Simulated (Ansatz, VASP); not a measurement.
**One calculation of WC4, two programs**

```
CELL_PARAMETERS angstrom
3.81641 0.00000 0.00000
-1.90820 3.30510 0.00000
0.00000 0.00000 3.97806
ATOMIC_POSITIONS crystal
W 0.00000 0.00000 0.00000
C 0.50000 0.00000 0.50000
C 0.00000 0.50000 0.50000
C 0.50000 0.50000 0.50000
C 0.00000 0.00000 0.50000
```

Alike in both runs: functional PBE; k mesh 4 × 4 × 4; occupations gaussian, width 0.2 eV; no spin polarisation.

Ansatz relaxed the structure, and its values are those at the end. VASP's run is a single point on that final structure, the one shown.

```csv
,VASP,Ansatz
version,VASP 6.6.1,Ansatz 0.2.0
potentials or method,"VASP PAW PBE potentials, release 64 (W_sv, C), cutoff 600 eV","scalar-relativistic, plane waves, PAW"
valence electrons in the cell,30,30
```

|  | VASP | Ansatz | Ansatz less VASP |
| --- | --- | --- | --- |
| gap on the k mesh at the Fermi level (eV) | none | none | - |
| pressure (GPa) | 0.0 | 0.0 | -0.03 |

A gap of «none» marks a metal or a gap that the smearing closes.

The k mesh is coarse, so the values compare programs but aren't converged. Spin-orbit coupling is off throughout.
